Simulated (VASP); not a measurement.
# Sc (P6_3/mmc) in VASP: further runs

The runs below take Sc through single point, with r2SCAN.

All numbers are computed with VASP 6.6.1; they aren't measurements. Logs are shortened: lines on timing, memory, paths and dates and some standing lists are left out, and cuts for length are marked.

### 1 The cell of the first run

The structure is hexagonal, space group P6_3/mmc (No. 194). The conventional cell has a = 3.331 Å, b = 3.331 Å, c = 5.192 Å, α = 90.00°, β = 90.00°, γ = 120.00°. Sc (site symmetry -6m2) has 12 Sc at 3.23 to 3.33 Å within 4.3 Å.

### 2 Single point, r2SCAN

Contents of POSCAR:

```
Sc
1.0
    3.3310756505      0.0000000029      0.0000000000
   -1.6655378278      2.8847961338      0.0000000000
    0.0000000000      0.0000000000      5.1921257676
Sc
2
Direct
    0.3333333333      0.6666666667      0.2500000000
    0.6666666667      0.3333333333      0.7500000000
```

Contents of INCAR.step1:

```
SYSTEM = Sc
ALGO = Normal
EDIFF = 1E-4
ENCUT = 520
GGA = PE
ISMEAR = 0
LASPH = .True.
LCHARG = .False.
LREAL = .False.
LWAVE = .True.
NBANDS = 18
NELM = 60
PREC = Accurate
SIGMA = 0.1
```

Contents of INCAR.step2:

```
SYSTEM = Sc
ALGO = Normal
EDIFF = 1E-7
ENCUT = 520
ISIF = 2
ISMEAR = 0
ISTART = 1
LASPH = .True.
LCHARG = .True.
LELF = .True.
LMIXTAU = .True.
LREAL = .False.
LVHAR = .True.
LWAVE = .False.
METAGGA = R2SCAN
NBANDS = 18
NELM = 60
PREC = Accurate
SIGMA = 0.1
```

Contents of KPOINTS:

```
k-points
0
Gamma
  15 15 8
  0 0 0
```

Potentials or basis: VASP PAW PBE potentials, release 64 (Sc_sv).

On the command line:

```bash
> cat potpaw_PBE.64/Sc_sv/POTCAR > POTCAR
> cp INCAR.step1 INCAR
> mpirun -np 1 vasp_std > vasp.out
> cp INCAR.step2 INCAR
> mpirun -np 1 vasp_std > vasp.out
```

OUTCAR:

```text
SYSTEM = Sc
   EDIFF = 1E-7
   ENCUT = 520
   ISIF = 2
   ISMEAR = 0
   ISTART = 1
   LASPH = .True.
   LREAL = .False.
   METAGGA = R2SCAN
   NELM = 60
   PREC = Accurate

 ion  position               nearest neighbor table
   1  0.333  0.667  0.250-   2 3.23   2 3.23   2 3.23   2 3.23   2 3.23   2 3.23
   2  0.667  0.333  0.750-   1 3.23   1 3.23   1 3.23   1 3.23   1 3.23   1 3.23

  LATTYP: Found a hexagonal cell.
 ALAT       =     3.3310756505
 C/A-ratio  =     1.5586934409

  Lattice vectors:

 A1 = (   3.3310756505,   0.0000000029,   0.0000000000)
 A2 = (  -1.6655378278,   2.8847961338,   0.0000000000)
 A3 = (   0.0000000000,   0.0000000000,   5.1921257676)

Analysis of symmetry for initial positions (statically):
=====================================================================
 Subroutine PRICEL returns:
 Original cell was already a primitive cell.

 Routine SETGRP: Setting up the symmetry group for a
 hexagonal supercell.

 Subroutine GETGRP returns: Found 24 space group operations
 (whereof 12 operations were pure point group operations)
 out of a pool of 24 trial point group operations.

The static configuration has the point symmetry D_3d.
 The point group associated with its full space group is D_6h.

Analysis of symmetry for dynamics (positions and initial velocities):
=====================================================================
 Subroutine PRICEL returns:
 Original cell was already a primitive cell.

 Routine SETGRP: Setting up the symmetry group for a
 hexagonal supercell.

 Subroutine GETGRP returns: Found 24 space group operations
 (whereof 12 operations were pure point group operations)
 out of a pool of 24 trial point group operations.

The dynamic configuration has the point symmetry D_3d.
 The point group associated with its full space group is D_6h.

 Subroutine INISYM returns: Found 24 space group operations
 (whereof 12 operations are pure point group operations),
 and found     1 'primitive' translations

----------------------------------------------------------------------------------------

                                     Primitive cell

  volume of cell :      49.8936

  direct lattice vectors                    reciprocal lattice vectors
     3.331075650  0.000000003  0.000000000     0.300203329  0.173322473  0.000000000
    -1.665537828  2.884796134  0.000000000    -0.000000000  0.346644946  0.000000000
     0.000000000  0.000000000  5.192125768     0.000000000  0.000000000  0.192599341

  length of vectors
[... 76 lines left out ...]
   ISPIN  =      1    spin polarized calculation?
   LNONCOLLINEAR =      F non collinear calculations
   LSORBIT =      F    spin-orbit coupling
   LASPH  =      T    aspherical Exc in radial PAW
   ENCUT  =  520.0 eV  38.22 Ry    6.18 a.u.   6.19  6.19  9.65*2*pi/ulx,y,z
   NELM   =     60;   NELMIN=  2; NELMDL=  0     # of ELM steps
   EDIFF  = 0.1E-06   stopping-criterion for ELM
   LREAL  =      F    real-space projection
   EDIFFG = 0.1E-05   stopping-criterion for IOM
   NSW    =      0    number of steps for IOM
   IBRION =     -1    ionic relax: 0-MD 1-quasi-New 2-CG
   NFREE  =      0    steps in history (QN), initial steepest desc. (CG)
   ISIF   =      2    stress and relaxation
   ISYM   =      2    0-nonsym 1-usesym 2-fastsym
   POTIM  = 0.5000    time-step for ionic-motion
   TEBEG  =    0.0;   TEEND  =   0.0 temperature during run
   PSTRESS=    0.0 pullay stress
   NELECT =      22.0000    total number of electrons
   NUPDOWN=      -1.0000    fix difference up-down
   EMIN   =  10.00;   EMAX   =-10.00  energy-range for DOS
   EFERMI =   0.00;   METHOD = LEGACY
   ISMEAR =     0;   SIGMA  =   0.10  broadening in eV -4-tet -1-fermi 0-gaus
   EFERMI_NEDOS =   21; number of points for ismear=-14 and -15
   IALGO  =     38    algorithm
   IMIX   =      4    mixing-type and parameters
     AMIX     =   0.40;   BMIX     =  1.00
     AMIX_MAG =   1.60;   BMIX_MAG =  1.00
  volume/ion in A,a.u.               =      24.95       168.35
  Fermi-wavevector in a.u.,A,eV,Ry     =   1.246046  2.354686 21.124826  1.552631
  Thomas-Fermi vector in A             =   2.380241
   LORBIT       =      0    0 simple, 1 ext, 2 COOP (PROOUT), +10 PAW based schemes
   METAGGA = R2SCAN    functional components
   LHFCALC =     F    Hartree Fock is set to
   AEXX    =    0.0000 exact exchange contribution
   IVDW    =     0    specifies the selected vdW correction
   LEPSILON=     F    determine dielectric tensor
   LRPA    =     F    only Hartree local field effects (RPA)
 non-spin polarized calculation
 Gauss-broadening in eV      SIGMA  =   0.10
  energy-cutoff  :      520.00
  volume of cell :       49.89
 maximum number of plane-waves:      1375
 NGX is ok and might be reduce to    28
   NGX = 13   NGY = 13   NGZ = 19

 number of electron      21.9999996 magnetization

 Free energy of the ion-electron system (eV)
  ---------------------------------------------------
  ext. energy  EPLUGINS =         0.00000000
  ---------------------------------------------------
  free energy    TOTEN  =       -22.72121453 eV

  energy without entropy =      -22.70042185  energy(sigma->0) =      -22.71081819

 E-fermi :   3.6477     XC(G=0): -10.5529

 val. band max:        3.6459792338   @ k =   0.2000   0.2000   0.1250
 cond. band min:       3.6546659175   @ k =   0.4000   0.1333   0.3750
 fundamental gap:      0.0086866837
 Fermi energy:         3.6477172347

 k-point     1 :       0.0000    0.0000    0.0000
  band No.  band energies     occupation
      1     -47.9010      2.00000
      2     -47.8307      2.00000
      3     -25.7596      2.00000
      4     -25.4104      2.00000
      5     -25.4104      2.00000
      6     -25.3451      2.00000
[... 481 lines left out ...]
      5     -25.5461      2.00000
      6     -25.5376      2.00000
[... 10 lines left out ...]
     17       7.6830      0.00000
     18       7.8053      0.00000

 [... further k-points ...]
[... 5 lines left out ...]
  --------------------------------------------------------------------------------------
  -------------------------------------------------------------------------------------
  Total        0.0344649      0.0344649      0.0373057     -0.0000000      0.0000000     -0.0000000
  in kB        1.1067323      1.1067323      1.1979569     -0.0000000      0.0000000     -0.0000000
  external PRESSURE =       1.1371405 kB  Pullay stress =       0.0000000 kB

 VOLUME and BASIS-vectors are now :
 -----------------------------------------------------------------------------
  energy-cutoff  :      520.00
  volume of cell :       49.89
      direct lattice vectors                 reciprocal lattice vectors
     3.331075650  0.000000003  0.000000000     0.300203329  0.173322473  0.000000000
    -1.665537828  2.884796134  0.000000000    -0.000000000  0.346644946  0.000000000
     0.000000000  0.000000000  5.192125768     0.000000000  0.000000000  0.192599341

 POSITION                                       TOTAL-FORCE (eV/Angst)
 -----------------------------------------------------------------------------------
     -0.00000      1.92320      1.29803        -0.000000     -0.000000     -0.000000
      1.66554      0.96160      3.89409         0.000000      0.000000      0.000000
 -----------------------------------------------------------------------------------
    total drift:                               -0.000000      0.000000     -0.000000

  FREE ENERGIE OF THE ION-ELECTRON SYSTEM (eV)
  ---------------------------------------------------
  free  energy   TOTEN  =       -22.7212145270 eV

  energy  without entropy=      -22.7004218524  energy(sigma->0) =      -22.71081819
```

OUTCAR.step1:

```text
SYSTEM = Sc
   EDIFF = 1E-4
   ENCUT = 520
   GGA = PE
   ISMEAR = 0
   LASPH = .True.
   LREAL = .False.
[... 728 lines left out ...]
     -0.00000      1.92320      1.29803        -0.000000     -0.000000      0.000000
      1.66554      0.96160      3.89409         0.000000      0.000000      0.000000
 -----------------------------------------------------------------------------------
    total drift:                               -0.000000      0.000000     -0.000000

  FREE ENERGIE OF THE ION-ELECTRON SYSTEM (eV)
  ---------------------------------------------------
  free  energy   TOTEN  =       -12.5072383844 eV

  energy  without entropy=      -12.4859085320  energy(sigma->0) =      -12.49657346
```

OSZICAR.step1:

```text
N       E                     dE             d eps       ncg     rms          rms(c)
DAV:   1     0.362932570859E+03    0.36293E+03   -0.10917E+04  4876   0.129E+03
DAV:   2     0.675462585843E+01   -0.35618E+03   -0.34897E+03  5908   0.541E+02
DAV:   3    -0.134818342854E+02   -0.20236E+02   -0.19488E+02  7918   0.156E+02
DAV:   4    -0.139132481147E+02   -0.43141E+00   -0.42858E+00  7344   0.214E+01
DAV:   5    -0.139194302262E+02   -0.61821E-02   -0.61791E-02  8284   0.260E+00    0.752E+00
DAV:   6    -0.126742794293E+02    0.12452E+01   -0.28776E+00  6374   0.186E+01    0.224E+00
DAV:   7    -0.125187175478E+02    0.15556E+00   -0.71144E-01  6568   0.839E+00    0.881E-01
DAV:   8    -0.125089478029E+02    0.97697E-02   -0.32875E-02  6340   0.228E+00    0.260E-01
DAV:   9    -0.125072231535E+02    0.17246E-02   -0.93354E-03  6636   0.101E+00    0.213E-02
DAV:  10    -0.125072383844E+02   -0.15231E-04   -0.98430E-05  4578   0.157E-01
   1 F= -.12507238E+02 E0= -.12496573E+02  d E =-.213299E-01
```

Run time: 10 min. Hardware: 1 thread of Intel Xeon 8259CL, shared host; peak memory 0.25 GiB.

What came out:

| Quantity | Value |
| --- | --- |
| Free energy | -22.7212 eV |
| Pressure | 0.1 GPa |
| Band gap on the k mesh | zero (bands 11 and 12 overlap by 1.58 eV) |

Levels at points of the mesh, in eV from the Fermi level:
| k point | band 7 | band 8 | band 9 | band 10 | band 11 | band 12 | band 13 | band 14 | band 15 | band 16 |
| --- | --- | --- | --- | --- | --- | --- | --- | --- | --- | --- |
| (0.00, 0.00, 0.00) | -28.99 | -28.97 | -5.48 | -1.68 | 0.44 | 1.79 | 1.79 | 2.06 | 2.27 | 2.27 |
| (0.00, 0.00, 0.50) | -29.03 | -29.03 | -3.86 | -3.86 | 1.09 | 1.09 | 1.71 | 1.71 | 1.71 | 1.71 |

Caveat: the PAW data sets were made with another functional, which shifts forces and pressure a little.

(Continued in part 2 of 2.)
